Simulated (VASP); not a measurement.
# W4C4Cl in VASP: a series of runs

The runs below take W4C4Cl through single point, with PBEsol.

Everything below comes from runs of VASP 6.6.1. Logs are shortened: lines on timing, memory, paths and dates and some standing lists are left out, and cuts for length are marked.

**1. The cell of the first run**

The cell holds a slab with vacuum, 18 atoms: a = 5.803 Å, b = 5.803 Å, c = 18.258 Å, α = 90.00°, β = 90.00°, γ = 120.00°.

**2. Single point, PBEsol**

Contents of INCAR:

```
  PREC = Accurate
  ENCUT = 520
  EDIFF = 1E-6
  ISMEAR = -1
  SIGMA = 0.15
  LREAL = Auto
  LASPH = T
  NELM = 60
  ALGO = Normal
  ISIF = 2
  LWAVE = F
  LCHARG = T
  GGA = PS
  LELF = T
  LVHAR = T
  NBANDS = 94
```

Contents of KPOINTS:

```
regular mesh
0
Gamma
  2 2 1
```

Contents of POSCAR:

```
W4C4Cl
1.0
    5.8031600000      0.0000000000      0.0000000000
   -2.9015800000      5.0256840000      0.0000000000
    0.0000000000      0.0000000000     18.2580050000
W C Cl
8 8 2
Direct
    0.0000000000      0.0000000000      0.0547704966
    0.0000000000      0.0000000000      0.2115674741
   -0.0000059017      0.4999916429      0.0547704966
    0.0000040472      0.5000115407      0.2115729512
    0.5000034464      0.0000000000      0.0547704966
    0.5000034464      0.0000000000      0.2115784282
    0.4999975447      0.4999916429      0.0547704966
    0.5000174425      0.5000314385      0.2115674741
    0.3334052574      0.1667036766      0.1288311620
    0.3330904643      0.1667633699      0.2626573933
    0.3333377108      0.6666754217      0.1288311620
    0.3331884774      0.6663769549      0.2626683474
    0.8333125950      0.1666837788      0.1288147309
    0.8335783580      0.1666638810      0.2626354851
    0.8333484403      0.6666555239      0.1288256850
    0.8334804418      0.6669539907      0.2627888425
    0.9782438663      0.9127115831      0.4648317272
    1.2171947327      1.3072449442      0.4675976373
```

Potentials or basis: VASP PAW PBE potentials, release 64 (W_sv, C, Cl).

Command:

```
> cat potpaw_PBE.64/W_sv/POTCAR potpaw_PBE.64/C/POTCAR potpaw_PBE.64/Cl/POTCAR > POTCAR
> mpirun -np 1 vasp_std > vasp.out
```

OUTCAR:

```text
PREC = Accurate
   ENCUT = 520
   EDIFF = 1E-6
   ISMEAR = -1
   LREAL = Auto
   LASPH = T
   NELM = 60
   ISIF = 2
   GGA = PS

 ion  position               nearest neighbor table
   1  0.000  0.000  0.055-  13 2.15  15 2.15   9 2.15   2 2.86   3 2.90   7 2.90   5 2.90   5 2.90
                             7 2.90   3 2.90
   2  0.000  0.000  0.212-  14 1.92  10 1.92  16 1.92  15 2.26   9 2.26  13 2.26   1 2.86   8 2.90
                             4 2.90   6 2.90   6 2.90   4 2.90   8 2.90
   3  1.000  0.500  0.055-  13 2.15  15 2.15  11 2.15   4 2.86   5 2.90   1 2.90   7 2.90   7 2.90
                             1 2.90   5 2.90
   4  0.000  0.500  0.212-  12 1.92  14 1.92  16 1.92  15 2.26  11 2.26  13 2.26   3 2.86   2 2.90
                             6 2.90   8 2.90   8 2.90   6 2.90   2 2.90
   5  0.500  0.000  0.055-  13 2.15   9 2.15  11 2.15   6 2.86   3 2.90   7 2.90   1 2.90   1 2.90
                             7 2.90   3 2.90
   6  0.500  0.000  0.212-  14 1.92  12 1.92  10 1.92   9 2.26  11 2.26  13 2.26   5 2.86   8 2.90
                             4 2.90   2 2.90   2 2.90   4 2.90   8 2.90
   7  0.500  0.500  0.055-   9 2.15  15 2.15  11 2.15   8 2.86   5 2.90   1 2.90   3 2.90   3 2.90
                             1 2.90   5 2.90
   8  0.500  0.500  0.212-  12 1.92  10 1.92  16 1.92  11 2.26   9 2.26  15 2.26   7 2.86   2 2.90
                             6 2.90   4 2.90   4 2.90   2 2.90   6 2.90
   9  0.333  0.167  0.129-   7 2.15   5 2.15   1 2.15   8 2.26   6 2.26   2 2.26
  10  0.333  0.167  0.263-   2 1.92   8 1.92   6 1.92
  11  0.333  0.667  0.129-   5 2.15   3 2.15   7 2.15   8 2.26   4 2.26   6 2.26
  12  0.333  0.666  0.263-   4 1.92   8 1.92   6 1.92
  13  0.833  0.167  0.129-   3 2.15   5 2.15   1 2.15   6 2.26   4 2.26   2 2.26
  14  0.834  0.167  0.263-   2 1.92   4 1.92   6 1.92
  15  0.833  0.667  0.129-   3 2.15   1 2.15   7 2.15   4 2.26   8 2.26   2 2.26
  16  0.833  0.667  0.263-   2 1.92   4 1.92   8 1.92
  17  0.978  0.913  0.465-  18 2.00
  18  0.217  0.307  0.468-  17 2.00

  LATTYP: Found a hexagonal cell.
 ALAT       =     5.8031600000
 C/A-ratio  =     3.1462177503

  Lattice vectors:

 A1 = (   5.8031600000,   0.0000000000,   0.0000000000)
 A2 = (  -2.9015800000,   5.0256840000,   0.0000000000)
 A3 = (   0.0000000000,   0.0000000000,  18.2580050000)

Analysis of symmetry for initial positions (statically):
=====================================================================
 Subroutine PRICEL returns:
 Original cell was already a primitive cell.

 Routine SETGRP: Setting up the symmetry group for a
 hexagonal supercell.

 Subroutine GETGRP returns: Found  1 space group operations
 (whereof  1 operations were pure point group operations)
 out of a pool of 24 trial point group operations.

The static configuration has the point symmetry C_1 .

Analysis of symmetry for dynamics (positions and initial velocities):
=====================================================================
 Subroutine PRICEL returns:
 Original cell was already a primitive cell.

 Routine SETGRP: Setting up the symmetry group for a
 hexagonal supercell.

 Subroutine GETGRP returns: Found  1 space group operations
 (whereof  1 operations were pure point group operations)
 out of a pool of 24 trial point group operations.

The dynamic configuration has the point symmetry C_1 .

 Subroutine INISYM returns: Found  1 space group operations
 (whereof  1 operations are pure point group operations),
 and found     1 'primitive' translations

----------------------------------------------------------------------------------------

                                     Primitive cell

  volume of cell :     532.4919

  direct lattice vectors                    reciprocal lattice vectors
     5.803160000  0.000000000  0.000000000     0.172319908  0.099488945  0.000000000
    -2.901580000  5.025684000  0.000000000     0.000000000  0.198977890  0.000000000
     0.000000000  0.000000000 18.258005000     0.000000000  0.000000000  0.054770497

  length of vectors
     5.803160000  5.803160015 18.258005000     0.198977891  0.198977890  0.054770497

  position of ions in fractional coordinates (direct lattice)
     0.000000000  0.000000000  0.054770497
     0.000000000  0.000000000  0.211567474
     0.999994098  0.499991643  0.054770497
     0.000004047  0.500011541  0.211572951
     0.500003446  0.000000000  0.054770497
     0.500003446  0.000000000  0.211578428
[... 10 lines left out ...]
     0.978243866  0.912711583  0.464831727
     0.217194733  0.307244944  0.467597637

  ion indices of the primitive-cell ions
   primitive index   ion index
                 1           1
                 2           2
                 3           3
                 4           4
                 5           5
                 6           6
[... 10 lines left out ...]
                17          17
                18          18

----------------------------------------------------------------------------------------

 KPOINTS: regular mesh

Automatic generation of k-mesh.
 Grid dimensions read from file:
 generate k-points for:    2    2    1

 Generating k-lattice:

  Cartesian coordinates                     Fractional coordinates (reciprocal lattice)
     0.086159954  0.049744473  0.000000000     0.500000000  0.000000000  0.000000000
     0.000000000  0.099488945  0.000000000     0.000000000  0.500000000  0.000000000
     0.000000000  0.000000000  0.054770497     0.000000000  0.000000000  1.000000000

  Length of vectors
     0.099488945  0.099488945  0.054770497

  Shift w.r.t. Gamma in fractional coordinates (k-lattice)
     0.000000000  0.000000000  0.000000000

 Subroutine IBZKPT returns following result:
 ===========================================

 Found      4 irreducible k-points:

 Following reciprocal coordinates:
            Coordinates               Weight
  0.000000  0.000000  0.000000      1.000000
  0.500000  0.000000  0.000000      1.000000
  0.000000  0.500000  0.000000      1.000000
  0.500000  0.500000  0.000000      1.000000
   k-points           NKPTS =      4   k-points in BZ     NKDIM =      4   number of bands    NBANDS=     94
   number of dos      NEDOS =    301   number of ions     NIONS =     18
   total plane-waves  NPLWV = 322560
   dimension x,y,z NGX =    48 NGY =   48 NGZ =  140
   dimension x,y,z NGXF=    96 NGYF=   96 NGZF=  280
   ions per type =               8   8   2
   NGX,Y,Z   is equivalent  to a cutoff of  13.75, 13.75, 12.75 a.u.
   NGXF,Y,Z  is equivalent  to a cutoff of  27.50, 27.50, 25.50 a.u.
 SYSTEM =  unknown system
   PREC   = accura    normal or accurate (medium, high low for compatibility)
   ISTART =      0    job   : 0-new  1-cont  2-samecut
   ICHARG =      2    charge: 1-file 2-atom 10-const
   ISPIN  =      1    spin polarized calculation?
   LNONCOLLINEAR =      F non collinear calculations
   LSORBIT =      F    spin-orbit coupling
   LASPH  =      T    aspherical Exc in radial PAW
   ENCUT  =  520.0 eV  38.22 Ry    6.18 a.u.  10.79 10.79 33.95*2*pi/ulx,y,z
   NELM   =     60;   NELMIN=  2; NELMDL= -5     # of ELM steps
   EDIFF  = 0.1E-05   stopping-criterion for ELM
   LREAL  =      T    real-space projection
   EDIFFG = 0.1E-04   stopping-criterion for IOM
   NSW    =      0    number of steps for IOM
   IBRION =     -1    ionic relax: 0-MD 1-quasi-New 2-CG
   NFREE  =      0    steps in history (QN), initial steepest desc. (CG)
   ISIF   =      2    stress and relaxation
   ISYM   =      2    0-nonsym 1-usesym 2-fastsym
   POTIM  = 0.5000    time-step for ionic-motion
   TEBEG  =    0.0;   TEEND  =   0.0 temperature during run
   PSTRESS=    0.0 pullay stress
   NELECT =     158.0000    total number of electrons
   NUPDOWN=      -1.0000    fix difference up-down
   EMIN   =  10.00;   EMAX   =-10.00  energy-range for DOS
   EFERMI =   0.00;   METHOD = LEGACY
   ISMEAR =    -1;   SIGMA  =   0.15  broadening in eV -4-tet -1-fermi 0-gaus
   EFERMI_NEDOS =   21; number of points for ismear=-14 and -15
   IALGO  =     38    algorithm
   IMIX   =      4    mixing-type and parameters
     AMIX     =   0.40;   BMIX     =  1.00
     AMIX_MAG =   1.60;   BMIX_MAG =  1.00
  volume/ion in A,a.u.               =      29.58       199.64
  Fermi-wavevector in a.u.,A,eV,Ry     =   1.091917  2.063423 16.221983  1.192282
  Thomas-Fermi vector in A             =   2.228172
   LORBIT       =      0    0 simple, 1 ext, 2 COOP (PROOUT), +10 PAW based schemes
   GGA     = PS    functional components
   LHFCALC =     F    Hartree Fock is set to
   AEXX    =    0.0000 exact exchange contribution
   IVDW    =     0    specifies the selected vdW correction
   LEPSILON=     F    determine dielectric tensor
   LRPA    =     F    only Hartree local field effects (RPA)
 non-spin polarized calculation
  energy-cutoff  :      520.00
  volume of cell :      532.49
 maximum number of plane-waves:     14371
 NGX is ok and might be reduce to    48
   NGX = 21   NGY = 21   NGZ = 67

 number of electron     157.9999995 magnetization

 Free energy of the ion-electron system (eV)
  ---------------------------------------------------
  ext. energy  EPLUGINS =         0.00000000
  ---------------------------------------------------
  free energy    TOTEN  =      -175.54861700 eV

  energy without entropy =     -174.93917154  energy(sigma->0) =     -175.24389427

 E-fermi :   0.4262     XC(G=0):  -6.3284

 val. band max:        0.4170743541   @ k =   0.0000   0.0000   0.0000
 cond. band min:       0.4951939468   @ k =   0.5000   0.5000   0.0000
 fundamental gap:      0.0781195927
 Fermi energy:         0.4262004722

 k-point     1 :       0.0000    0.0000    0.0000
  band No.  band energies     occupation
      1     -73.7566      2.00000
      2     -73.6995      2.00000
      3     -73.6994      2.00000
      4     -73.6994      2.00000
      5     -73.4509      2.00000
      6     -73.3870      2.00000
[... 83 lines left out ...]
     90       2.8500      0.00000
     91       3.2798      0.00000

 k-point     2 :       0.5000    0.0000    0.0000
  band No.  band energies     occupation
      1     -73.7281      2.00000
      2     -73.7280      2.00000
      3     -73.6995      2.00000
      4     -73.6994      2.00000
      5     -73.4194      2.00000
      6     -73.4167      2.00000
[... 83 lines left out ...]
     90       2.2860      0.00001
     91       2.8046      0.00000

 k-point     3 :       0.0000    0.5000    0.0000
  band No.  band energies     occupation
      1     -73.7281      2.00000
      2     -73.7280      2.00000
      3     -73.6995      2.00000
      4     -73.6994      2.00000
      5     -73.4185      2.00000
      6     -73.4177      2.00000
[... 83 lines left out ...]
     90       2.2855      0.00001
     91       2.8042      0.00000

 k-point     4 :       0.5000    0.5000    0.0000
  band No.  band energies     occupation
      1     -73.7281      2.00000
      2     -73.7280      2.00000
      3     -73.6994      2.00000
      4     -73.6994      2.00000
      5     -73.4196      2.00000
      6     -73.4164      2.00000
[... 83 lines left out ...]
     90       2.2885      0.00001
     91       2.8044      0.00000
 [bands above 91 left out]

------------------------ aborting loop because EDIFF is reached ----------------------------------------

  FORCE on cell =-STRESS in cart. coord.  units (eV):
  Direction    XX          YY          ZZ          XY          YZ          ZX
  --------------------------------------------------------------------------------------
  -------------------------------------------------------------------------------------
  Total       14.7533171     14.1111079     12.8815660     -0.0798117     -0.0477309     -0.0081353
  in kB       44.3902115     42.4579137     38.7584321     -0.2401399     -0.1436141     -0.0244778
  external PRESSURE =      41.8688524 kB  Pullay stress =       0.0000000 kB

 VOLUME and BASIS-vectors are now :
 -----------------------------------------------------------------------------
  energy-cutoff  :      520.00
  volume of cell :      532.49
      direct lattice vectors                 reciprocal lattice vectors
     5.803160000  0.000000000  0.000000000     0.172319908  0.099488945  0.000000000
    -2.901580000  5.025684000  0.000000000     0.000000000  0.198977890  0.000000000
     0.000000000  0.000000000 18.258005000     0.000000000  0.000000000  0.054770497

 POSITION                                       TOTAL-FORCE (eV/Angst)
 -----------------------------------------------------------------------------------
      0.00000      0.00000      1.00000         0.001185     -0.002118      0.828088
      0.00000      0.00000      3.86280         0.004325     -0.017354     -4.145045
      4.35236      2.51280      1.00000        -0.001256      0.001507      0.825461
     -1.45080      2.51290      3.86290        -0.035971      0.017085     -4.111137
      2.90160      0.00000      1.00000        -0.000876     -0.000437      0.825534
      2.90160      0.00000      3.86300        -0.008563     -0.000644     -4.089033
[... 10 lines left out ...]
      3.02860      4.58700      8.48690         0.061891      0.317962      0.004820
      0.36892      1.54412      8.53740        -0.063551     -0.322738     -0.018336
 -----------------------------------------------------------------------------------
    total drift:                                0.000324     -0.000199     -0.095827

  FREE ENERGIE OF THE ION-ELECTRON SYSTEM (eV)
  ---------------------------------------------------
  free  energy   TOTEN  =      -175.5486169989 eV

  energy  without entropy=     -174.9391715392  energy(sigma->0) =     -175.24389427
```

Run time: 10 min. Hardware: 1 thread of Intel Xeon 6975P-C (Granite Rapids), shared host; peak memory 0.7 GiB.

Results:

- Free energy: -175.5486 eV
- Largest force: 4.368 eV/Å
- Band gap on the k mesh: zero (bands 79 and 80 overlap by 0.07 eV)

Forces in eV/Å, atoms in the order of the input:
```
W    0.001 -0.002  0.828
W    0.004 -0.017 -4.145
W   -0.001  0.002  0.825
W   -0.036  0.017 -4.111
W   -0.001  0.000  0.826
W   -0.009 -0.001 -4.089
W    0.002  0.001  0.827
W    0.039  0.018 -4.113
C    0.002 -0.001 -1.062
C    0.043 -0.012  4.360
C    0.000  0.002 -1.056
C   -0.001  0.039  4.359
C   -0.003 -0.001 -1.058
C   -0.038  0.001  4.368
C    0.000  0.000 -1.062
C   -0.001 -0.039  4.317
Cl   0.062  0.318  0.005
Cl  -0.064 -0.323 -0.018
```

Caveat: the k points lie up to 0.63 Å⁻¹ apart; the PAW data sets were made with another functional, which shifts forces and pressure a little; spin-orbit coupling is left out, which moves the levels of the heavy elements.

**3. Single point, PBEsol**

Contents of INCAR:

```
SYSTEM = W4C4Cl
PREC     = Accurate       ! precision mode
ENCUT    = 520            ! plane-wave cutoff, eV
EDIFF    = 1E-6           ! SCF threshold, eV
ISMEAR   = -1             ! smearing method
SIGMA    = 0.15           ! smearing width, eV
LREAL    = Auto         
LASPH    = .TRUE.         ! aspherical terms in the spheres
NELM     = 80             ! most SCF steps
ALGO     = Normal         ! electronic algorithm
ISIF     = 2              ! what is computed and relaxed
LWAVE    = .FALSE.        ! write WAVECAR
LCHARG   = .FALSE.        ! write CHGCAR
GGA      = PS             ! functional
NBANDS   = 94             ! bands
```

Contents of KPOINTS:

```
Automatic mesh
0
G
  2 2 1
  0 0 0
```

Contents of POSCAR:

```
W4C4Cl
1.0
    5.8031600000      0.0000000000      0.0000000000
   -2.9015800000      5.0256840000      0.0000000000
    0.0000000000      0.0000000000     18.2580050000
W C Cl
8 8 2
Direct
    0.0000000000      0.0000000000      0.0547704966
   -0.0000754968      0.0001591823      0.2108061642
   -0.0000059017      0.4999916429      0.0547704966
    0.0002030251      0.5004094965      0.2111183560
    0.5000034464      0.0000000000      0.0547704966
    0.5001665317      0.0001193867      0.2111566954
    0.4999975447      0.4999916429      0.0547704966
    0.5006527431      0.5010263280      0.2108225953
    0.3338653810      0.1671414279      0.1146182181
    0.3340568331      0.1651118534      0.2756325239
    0.3332218956      0.6671330708      0.1148865936
    0.3334320596      0.6673121509      0.2765690994
    0.8331125713      0.1670419390      0.1147770526
    0.8328718463      0.1666638810      0.2767115027
    0.8337733856      0.6669539907      0.1147168050
    0.8328861739      0.6657999190      0.2759885322
    1.1332746538      0.9087718209      0.4082264190
    1.3571953212      1.3035041598      0.4090041601
```

Potentials or basis: VASP PAW PBE potentials, release 64 (W_sv, C, Cl).

Command:

```
> cat potpaw_PBE.64/W_sv/POTCAR potpaw_PBE.64/C/POTCAR potpaw_PBE.64/Cl/POTCAR > POTCAR
> mpirun -np 1 vasp_std > vasp.out
```

Wall time 9.3 min (1 thread of Intel Xeon 6975P-C (Granite Rapids), shared host); peak memory 0.69 GiB.

Results (log left out):

```yaml
Free_energy: -174.9862 eV
Largest_force: 4.034 eV/Å
Band_gap_on_the_k_mesh: zero (bands 79 and 80 overlap by 0.56 eV)
```

Forces in eV/Å, atoms in the order of the input:
```
W   -0.029 -0.012 -3.402
W   -0.203  0.206  1.353
W    0.029  0.014 -3.459
W    0.080 -0.018  1.381
W    0.038 -0.045 -3.425
W    0.198  0.049  1.361
W   -0.047  0.005 -3.371
W   -0.117  0.190  1.134
C   -0.042  0.039  3.962
C   -0.133  0.139 -2.228
C    0.017 -0.012  3.987
C    0.118 -0.090 -2.057
C    0.043  0.005  4.018
C    0.150 -0.122 -2.142
C   -0.002  0.031  4.034
C   -0.071  0.012 -1.900
Cl  -0.011 -0.131  0.591
Cl  -0.017 -0.261  0.164
```

Levels at points of the mesh, in eV from the Fermi level:
```csv
k point,band 78,band 79,band 80,band 81,band 82,band 83
"(0.00, 0.00, 0.00)",0.02,0.50,0.50,1.27,1.48,1.56
"(0.50, 0.00, 0.00)",-0.40,-0.37,-0.03,0.04,1.11,1.20
"(0.00, 0.50, 0.00)",-0.42,-0.39,-0.06,-0.01,0.87,1.21
"(0.50, 0.50, 0.00)",-0.44,-0.34,-0.03,0.11,1.19,1.20
```

Caveat: the k points lie up to 0.63 Å⁻¹ apart, too coarse for converged energies and pressures of a metal; the PAW data sets were made with another functional, which shifts forces and pressure a little; spin-orbit coupling is left out, which moves the levels of the heavy elements.

(Continued in part 2 of 2.)
